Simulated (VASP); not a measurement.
Here is a VASP 6.6.1 calculation.

INCAR

```
PREC     = Accurate       # precision mode
ENCUT    = 520            # plane-wave cutoff, eV
EDIFF    = 1E-6           # SCF threshold, eV
ISMEAR   = 0              # smearing method
SIGMA    = 0.1            # smearing width, eV
LREAL    = F              # projectors in reciprocal space
LASPH    = T              # aspherical terms in the spheres
NELM     = 80             # most SCF steps
ALGO     = Normal         # electronic algorithm
ISIF     = 2              # what is computed and relaxed
LWAVE    = F              # write WAVECAR
LCHARG   = F              # write CHGCAR
GGA      = PE             # functional
NBANDS   = 14             # bands
```

Contents of KPOINTS:

```
Automatic mesh
0
Gamma
  6 6 4
```

File POSCAR:

```
BAs2
1.0
    3.6599502100      0.0000000000      0.0000000000
   -1.8299751100      3.1696098600      0.0000000000
    0.0000000000      0.0000000000      4.6586498100
B As
1 2
Direct
    0.0000000000      0.0000000000      0.0000000000
    0.3333333300      0.6666666700      0.5000000000
    0.6666666700      0.3333333300      0.5000000000
```

Potentials or basis: VASP PAW PBE potentials, release 64 (B, As).

Launch:

```console
$ cat potpaw_PBE.64/B/POTCAR potpaw_PBE.64/As/POTCAR > POTCAR
$ mpirun -np 1 vasp_std > vasp.out
```

Q: Predict the pressure.

A: 34.6 GPa.

Stress tensor (GPa, compression positive):
```
55.60  0.00  0.00
 0.00 55.60  0.00
 0.00  0.00 -7.52
```
